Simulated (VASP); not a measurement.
# NaPbI3 (Pm-3m) in VASP: a series of runs

NaPbI3 is run at these levels: PBEsol; tasks: single point, relaxation of cell and atoms.

All numbers are computed with VASP 6.6.1; they aren't measurements. Logs are shortened: lines on timing, memory, paths and dates and some standing lists are left out, and cuts for length are marked.

## (1) The cell of the first run

Symmetry: Pm-3m, No. 221, cubic system. Conventional cell: a = 6.225 Å, b = 6.225 Å, c = 6.225 Å, α = 90.00°, β = 90.00°, γ = 90.00°. Na (site symmetry m-3m) has 12 I at 4.40 Å and 8 Pb at 5.39 Å within 5.8 Å. Within 4.1 Å of Pb (site symmetry m-3m) lie 6 I at 3.11 Å. Within 4.1 Å of I (site symmetry 4/mmm) lie 2 Pb at 3.11 Å.

## (2) Single point, PBEsol

Contents of INCAR:

```
SYSTEM = NaPbI3
PREC = Accurate
ENCUT = 520
EDIFF = 1E-6
ISMEAR = -1
SIGMA = 0.03
LREAL = .False.
LASPH = .True.
NELM = 80
ALGO = Normal
ISIF = 2
LWAVE = .False.
LCHARG = .False.
GGA = PS
NBANDS = 29
```

Contents of KPOINTS:

```
Automatic mesh
0
Gamma
  4 4 4
  0 0 0
```

Contents of POSCAR:

```
NaPbI3
1.0
    6.2249964022      0.0000000000      0.0000000000
    0.0000000000      6.2249964022      0.0000000000
    0.0000000000      0.0000000000      6.2249964022
Na Pb I
1 1 3
Direct
    0.0000000000      0.0000000000      0.0000000000
    0.5000000000      0.5000000000      0.5000000000
    0.5000000000      0.5000000000      0.0000000000
    0.5000000000      0.0000000000      0.5000000000
    0.0000000000      0.5000000000      0.5000000000
```

Potentials or basis: VASP PAW PBE potentials, release 64 (Na_pv, Pb_d, I).

Command:

```console
$ cat potpaw_PBE.64/Na_pv/POTCAR potpaw_PBE.64/Pb_d/POTCAR potpaw_PBE.64/I/POTCAR > POTCAR
$ mpirun -np 1 vasp_std > vasp.out
```

OUTCAR:

```text
SYSTEM = NaPbI3
   PREC = Accurate
   ENCUT = 520
   EDIFF = 1E-6
   ISMEAR = -1
   LREAL = .False.
   LASPH = .True.
   NELM = 80
   ISIF = 2
   GGA = PS

 ion  position               nearest neighbor table
   1  0.000  0.000  0.000-
   2  0.500  0.500  0.500-   3 3.11   4 3.11   5 3.11   3 3.11   4 3.11   5 3.11
   3  0.500  0.500  0.000-   2 3.11   2 3.11
   4  0.500  0.000  0.500-   2 3.11   2 3.11
   5  0.000  0.500  0.500-   2 3.11   2 3.11

  LATTYP: Found a simple cubic cell.
 ALAT       =     6.2249964022

  Lattice vectors:

 A1 = (   6.2249964022,   0.0000000000,   0.0000000000)
 A2 = (   0.0000000000,   6.2249964022,   0.0000000000)
 A3 = (   0.0000000000,   0.0000000000,   6.2249964022)

Analysis of symmetry for initial positions (statically):
=====================================================================
 Subroutine PRICEL returns:
 Original cell was already a primitive cell.

 Routine SETGRP: Setting up the symmetry group for a
 simple cubic supercell.

 Subroutine GETGRP returns: Found 48 space group operations
 (whereof 48 operations were pure point group operations)
 out of a pool of 48 trial point group operations.

The static configuration has the point symmetry O_h .

Analysis of symmetry for dynamics (positions and initial velocities):
=====================================================================
 Subroutine PRICEL returns:
 Original cell was already a primitive cell.

 Routine SETGRP: Setting up the symmetry group for a
 simple cubic supercell.

 Subroutine GETGRP returns: Found 48 space group operations
 (whereof 48 operations were pure point group operations)
 out of a pool of 48 trial point group operations.

The dynamic configuration has the point symmetry O_h .

 Subroutine INISYM returns: Found 48 space group operations
 (whereof 48 operations are pure point group operations),
 and found     1 'primitive' translations

----------------------------------------------------------------------------------------

                                     Primitive cell

  volume of cell :     241.2222

  direct lattice vectors                    reciprocal lattice vectors
     6.224996402  0.000000000  0.000000000     0.160642663  0.000000000  0.000000000
     0.000000000  6.224996402  0.000000000     0.000000000  0.160642663  0.000000000
     0.000000000  0.000000000  6.224996402     0.000000000  0.000000000  0.160642663

  length of vectors
     6.224996402  6.224996402  6.224996402     0.160642663  0.160642663  0.160642663

  position of ions in fractional coordinates (direct lattice)
     0.000000000  0.000000000  0.000000000
     0.500000000  0.500000000  0.500000000
     0.500000000  0.500000000  0.000000000
     0.500000000  0.000000000  0.500000000
     0.000000000  0.500000000  0.500000000

  ion indices of the primitive-cell ions
   primitive index   ion index
                 1           1
                 2           2
                 3           3
                 4           4
                 5           5

----------------------------------------------------------------------------------------

 KPOINTS: Automatic mesh

Automatic generation of k-mesh.
 Grid dimensions read from file:
 generate k-points for:    4    4    4

 Generating k-lattice:

  Cartesian coordinates                     Fractional coordinates (reciprocal lattice)
     0.040160666  0.000000000  0.000000000     0.250000000  0.000000000  0.000000000
     0.000000000  0.040160666  0.000000000     0.000000000  0.250000000  0.000000000
     0.000000000  0.000000000  0.040160666     0.000000000  0.000000000  0.250000000

  Length of vectors
     0.040160666  0.040160666  0.040160666

  Shift w.r.t. Gamma in fractional coordinates (k-lattice)
     0.000000000  0.000000000  0.000000000

 Subroutine IBZKPT returns following result:
 ===========================================

 Found     10 irreducible k-points:

 Following reciprocal coordinates:
            Coordinates               Weight
  0.000000  0.000000  0.000000      1.000000
  0.250000  0.000000  0.000000      6.000000
  0.500000  0.000000  0.000000      3.000000
  0.250000  0.250000  0.000000     12.000000
  0.500000  0.250000  0.000000     12.000000
  0.500000  0.500000  0.000000      3.000000
  0.250000  0.250000  0.250000      8.000000
  0.500000  0.250000  0.250000     12.000000
  0.500000  0.500000  0.250000      6.000000
  0.500000  0.500000  0.500000      1.000000
   k-points           NKPTS =     10   k-points in BZ     NKDIM =     10   number of bands    NBANDS=     29
   number of dos      NEDOS =    301   number of ions     NIONS =      5
   total plane-waves  NPLWV = 110592
   dimension x,y,z NGX =    48 NGY =   48 NGZ =   48
   dimension x,y,z NGXF=    96 NGYF=   96 NGZF=   96
   ions per type =               1   1   3
   NGX,Y,Z   is equivalent  to a cutoff of  12.82, 12.82, 12.82 a.u.
   NGXF,Y,Z  is equivalent  to a cutoff of  25.64, 25.64, 25.64 a.u.
 SYSTEM =  NaPbI3
   PREC   = accura    normal or accurate (medium, high low for compatibility)
   ISTART =      0    job   : 0-new  1-cont  2-samecut
   ICHARG =      2    charge: 1-file 2-atom 10-const
   ISPIN  =      1    spin polarized calculation?
   LNONCOLLINEAR =      F non collinear calculations
   LSORBIT =      F    spin-orbit coupling
   LASPH  =      T    aspherical Exc in radial PAW
   ENCUT  =  520.0 eV  38.22 Ry    6.18 a.u.  11.57 11.57 11.57*2*pi/ulx,y,z
   NELM   =     80;   NELMIN=  2; NELMDL= -5     # of ELM steps
   EDIFF  = 0.1E-05   stopping-criterion for ELM
   LREAL  =      F    real-space projection
   EDIFFG = 0.1E-04   stopping-criterion for IOM
   NSW    =      0    number of steps for IOM
   IBRION =     -1    ionic relax: 0-MD 1-quasi-New 2-CG
   NFREE  =      0    steps in history (QN), initial steepest desc. (CG)
   ISIF   =      2    stress and relaxation
   ISYM   =      2    0-nonsym 1-usesym 2-fastsym
   POTIM  = 0.5000    time-step for ionic-motion
   TEBEG  =    0.0;   TEEND  =   0.0 temperature during run
   PSTRESS=    0.0 pullay stress
   NELECT =      42.0000    total number of electrons
   NUPDOWN=      -1.0000    fix difference up-down
   EMIN   =  10.00;   EMAX   =-10.00  energy-range for DOS
   EFERMI =   0.00;   METHOD = LEGACY
   ISMEAR =    -1;   SIGMA  =   0.03  broadening in eV -4-tet -1-fermi 0-gaus
   EFERMI_NEDOS =   21; number of points for ismear=-14 and -15
   IALGO  =     38    algorithm
   IMIX   =      4    mixing-type and parameters
     AMIX     =   0.40;   BMIX     =  1.00
     AMIX_MAG =   1.60;   BMIX_MAG =  1.00
  volume/ion in A,a.u.               =      48.24       325.57
  Fermi-wavevector in a.u.,A,eV,Ry     =   0.914153  1.727498 11.370055  0.835675
  Thomas-Fermi vector in A             =   2.038747
   LORBIT       =      0    0 simple, 1 ext, 2 COOP (PROOUT), +10 PAW based schemes
   GGA     = PS    functional components
   LHFCALC =     F    Hartree Fock is set to
   AEXX    =    0.0000 exact exchange contribution
   IVDW    =     0    specifies the selected vdW correction
   LEPSILON=     F    determine dielectric tensor
   LRPA    =     F    only Hartree local field effects (RPA)
 non-spin polarized calculation
  energy-cutoff  :      520.00
  volume of cell :      241.22
 maximum number of plane-waves:      6530
 NGX is ok and might be reduce to    48
   NGX = 23   NGY = 23   NGZ = 23

 number of electron      42.0000013 magnetization

 Free energy of the ion-electron system (eV)
  ---------------------------------------------------
  ext. energy  EPLUGINS =         0.00000000
  ---------------------------------------------------
  free energy    TOTEN  =       -13.85882188 eV

  energy without entropy =      -13.85882188  energy(sigma->0) =      -13.85882188

 E-fermi :   2.1792     XC(G=0):  -7.0735

 val. band max:        1.6201618231   @ k =   0.5000   0.5000   0.5000
 cond. band min:       2.7718639837   @ k =   0.5000   0.5000   0.5000
 fundamental gap:      1.1517021606
 Fermi energy:         2.1791579406

 k-point     1 :       0.0000    0.0000    0.0000
  band No.  band energies     occupation
      1     -23.9323      2.00000
      2     -23.9323      2.00000
      3     -23.9323      2.00000
      4     -15.2101      2.00000
      5     -15.2101      2.00000
      6     -15.1273      2.00000
[... 21 lines left out ...]
     28       7.2332      0.00000
     29       7.2332      0.00000

 k-point     2 :       0.2500    0.0000    0.0000
  band No.  band energies     occupation
      1     -23.9323      2.00000
      2     -23.9323      2.00000
      3     -23.9323      2.00000
      4     -15.2101      2.00000
      5     -15.2017      2.00000
      6     -15.1277      2.00000
[... 21 lines left out ...]
     28       6.9187      0.00000
     29       7.2344      0.00000

 k-point     3 :       0.5000    0.0000    0.0000
  band No.  band energies     occupation
      1     -23.9323      2.00000
      2     -23.9323      2.00000
      3     -23.9323      2.00000
      4     -15.2101      2.00000
      5     -15.1933      2.00000
      6     -15.1281      2.00000
[... 21 lines left out ...]
     28       6.8012      0.00000
     29       6.8301      0.00000

 k-point     4 :       0.2500    0.2500    0.0000
  band No.  band energies     occupation
      1     -23.9323      2.00000
      2     -23.9323      2.00000
      3     -23.9323      2.00000
      4     -15.2059      2.00000
      5     -15.1974      2.00000
      6     -15.1281      2.00000
[... 21 lines left out ...]
     28       6.8296      0.00000
     29       7.0581      0.00000

 k-point     5 :       0.5000    0.2500    0.0000
  band No.  band energies     occupation
      1     -23.9323      2.00000
      2     -23.9323      2.00000
      3     -23.9323      2.00000
      4     -15.2048      2.00000
      5     -15.1900      2.00000
      6     -15.1285      2.00000
[... 21 lines left out ...]
     28       6.4571      0.00000
     29       7.6964      0.00000

 k-point     6 :       0.5000    0.5000    0.0000
  band No.  band energies     occupation
      1     -23.9323      2.00000
      2     -23.9323      2.00000
      3     -23.9323      2.00000
      4     -15.2019      2.00000
      5     -15.1844      2.00000
      6     -15.1289      2.00000
[... 21 lines left out ...]
     28       6.3855      0.00000
     29       8.3634      0.00000

 k-point     7 :       0.2500    0.2500    0.2500
  band No.  band energies     occupation
      1     -23.9323      2.00000
      2     -23.9323      2.00000
      3     -23.9323      2.00000
      4     -15.1974      2.00000
      5     -15.1974      2.00000
      6     -15.1281      2.00000
[... 21 lines left out ...]
     28       6.6556      0.00000
     29       7.4707      0.00000

 k-point     8 :       0.5000    0.2500    0.2500
  band No.  band energies     occupation
      1     -23.9323      2.00000
      2     -23.9323      2.00000
      3     -23.9323      2.00000
      4     -15.1974      2.00000
      5     -15.1888      2.00000
      6     -15.1285      2.00000
[... 21 lines left out ...]
     28       7.1006      0.00000
     29       8.0341      0.00000

 k-point     9 :       0.5000    0.5000    0.2500
  band No.  band energies     occupation
      1     -23.9323      2.00000
      2     -23.9323      2.00000
      3     -23.9323      2.00000
      4     -15.1932      2.00000
      5     -15.1844      2.00000
      6     -15.1289      2.00000
[... 21 lines left out ...]
     28       6.7821      0.00000
     29       8.0457      0.00000

 k-point    10 :       0.5000    0.5000    0.5000
  band No.  band energies     occupation
      1     -23.9323      2.00000
      2     -23.9323      2.00000
      3     -23.9323      2.00000
      4     -15.1844      2.00000
      5     -15.1844      2.00000
      6     -15.1289      2.00000
[... 21 lines left out ...]
     28       7.4196      0.00000
     29       7.6182      0.00000

------------------------ aborting loop because EDIFF is reached ----------------------------------------

  FORCE on cell =-STRESS in cart. coord.  units (eV):
  Direction    XX          YY          ZZ          XY          YZ          ZX
  --------------------------------------------------------------------------------------
  -------------------------------------------------------------------------------------
  Total        0.0332265      0.0332265      0.0332265     -0.0000000     -0.0000000      0.0000000
  in kB        0.2206876      0.2206876      0.2206876     -0.0000000     -0.0000000      0.0000000
  external PRESSURE =       0.2206876 kB  Pullay stress =       0.0000000 kB

 VOLUME and BASIS-vectors are now :
 -----------------------------------------------------------------------------
  energy-cutoff  :      520.00
  volume of cell :      241.22
      direct lattice vectors                 reciprocal lattice vectors
     6.224996402  0.000000000  0.000000000     0.160642663  0.000000000  0.000000000
     0.000000000  6.224996402  0.000000000     0.000000000  0.160642663  0.000000000
     0.000000000  0.000000000  6.224996402     0.000000000  0.000000000  0.160642663

 POSITION                                       TOTAL-FORCE (eV/Angst)
 -----------------------------------------------------------------------------------
      0.00000      0.00000      0.00000         0.000000      0.000000      0.000000
      3.11250      3.11250      3.11250         0.000000      0.000000      0.000000
      3.11250      3.11250      0.00000         0.000000      0.000000      0.000000
      3.11250      0.00000      3.11250         0.000000      0.000000      0.000000
      0.00000      3.11250      3.11250         0.000000      0.000000      0.000000
 -----------------------------------------------------------------------------------
    total drift:                                0.000000     -0.000000     -0.000000

  FREE ENERGIE OF THE ION-ELECTRON SYSTEM (eV)
  ---------------------------------------------------
  free  energy   TOTEN  =       -13.8588218780 eV

  energy  without entropy=      -13.8588218777  energy(sigma->0) =      -13.85882188
```

It took 49 s on 1 thread of Intel Xeon Platinum 8375C at 2.90GHz (Ice Lake), shared host; peak memory 0.35 GiB.

Results:

```yaml
Free_energy: -13.8588 eV
Pressure: 0.0 GPa
Band_gap_on_the_k_mesh: 1.15 eV, direct
```

Caveat: the PAW data sets were made with another functional, which shifts forces and pressure a little; spin-orbit coupling is left out, which moves the levels of the heavy elements. A k mesh can miss the band edges.

## (3) Relaxation of cell and atoms, PBEsol

This run uses another cell than the first one, of 40.13 Å³/atom, 0.832 times its volume.

Contents of INCAR:

```
SYSTEM = NaPbI3
  PREC = Accurate
  ENCUT = 600
  EDIFF = 1E-6
  ISMEAR = -1
  SIGMA = 0.03
  LREAL = .FALSE.
  LASPH = .TRUE.
  NELM = 80
  ALGO = Normal
  ISIF = 3
  LWAVE = .FALSE.
  LCHARG = .FALSE.
  GGA = PS
  IBRION = 2
  NSW = 100
  EDIFFG = -0.01
```

Contents of KPOINTS:

```
Automatic mesh
0
G
  4 4 4
  0 0 0
```

POSCAR: that of step 2 with these lines changed.

```diff
@@ -2,5 +2,5 @@
 1.0
-    6.2249964022      0.0000000000      0.0000000000
-    0.0000000000      6.2249964022      0.0000000000
-    0.0000000000      0.0000000000      6.2249964022
+    5.8543787400      0.0000000000      0.0000000000
+    0.0000000000      5.8543787400      0.0000000000
+    0.0000000000      0.0000000000      5.8543787400
 Na Pb I
```

Potentials or basis: VASP PAW PBE potentials, release 64 (Na_pv, Pb_d, I).

Command:

```console
$ cat potpaw_PBE.64/Na_pv/POTCAR potpaw_PBE.64/Pb_d/POTCAR potpaw_PBE.64/I/POTCAR > POTCAR
$ mpirun -np 1 vasp_std > vasp.out
```

Wall time 99 s (1 thread of Intel Xeon Platinum 8375C at 2.90GHz (Ice Lake), shared host); peak memory 0.37 GiB.

The run converged. Its results:

* Free energy: -13.8560 eV
* Relaxed volume: 48.35 Å³/atom
* Relaxed cell: a = 6.230 Å, b = 6.230 Å, c = 6.230 Å, α = 90.00°, β = 90.00°, γ = 90.00°
* Space group after relaxing (to 0.05 Å): Pm-3m (No. 221)
* Energy gained by relaxing: 106.2 meV/atom
* Ionic steps: 3
* Pressure after relaxing: 0.0 GPa
* Band gap on the k mesh: 1.16 eV, direct

The path:
```csv
step,energy change (eV),largest force (eV/Å),pressure (GPa),volume (Å³)
1,0.0000,0.0000,4.94,200.65
2,-0.5291,0.0000,0.20,238.77
3,-0.5308,0.0000,-0.01,241.75
```

Final structure:
```
CELL_PARAMETERS angstrom
6.22957 0.00000 0.00000
0.00000 6.22957 0.00000
0.00000 0.00000 6.22957
ATOMIC_POSITIONS crystal
Na 0.00000 0.00000 0.00000
Pb 0.50000 0.50000 0.50000
I 0.50000 0.50000 0.00000
I 0.50000 0.00000 0.50000
I 0.00000 0.50000 0.50000
```

Levels at points of the mesh, in eV from the valence-band top:
```csv
k point,band 19,band 20,band 21,band 22,band 23,band 24
"(0.00, 0.00, 0.00)",-1.53,-1.53,-1.53,1.47,4.75,4.75
"(0.50, 0.00, 0.00)",-1.54,-1.54,-1.07,1.84,2.89,3.49
"(0.50, 0.50, 0.00)",-1.65,-1.01,-0.52,1.63,1.63,2.75
"(0.50, 0.50, 0.50)",-1.00,-1.00,0.00,1.16,1.16,1.16
```

Caveat: the volume moved by over 15 % at a fixed basis, so the end points are rough; the PAW data sets were made with another functional, which shifts forces and pressure a little; spin-orbit coupling is left out, which moves the levels of the heavy elements. A k mesh can miss the band edges.
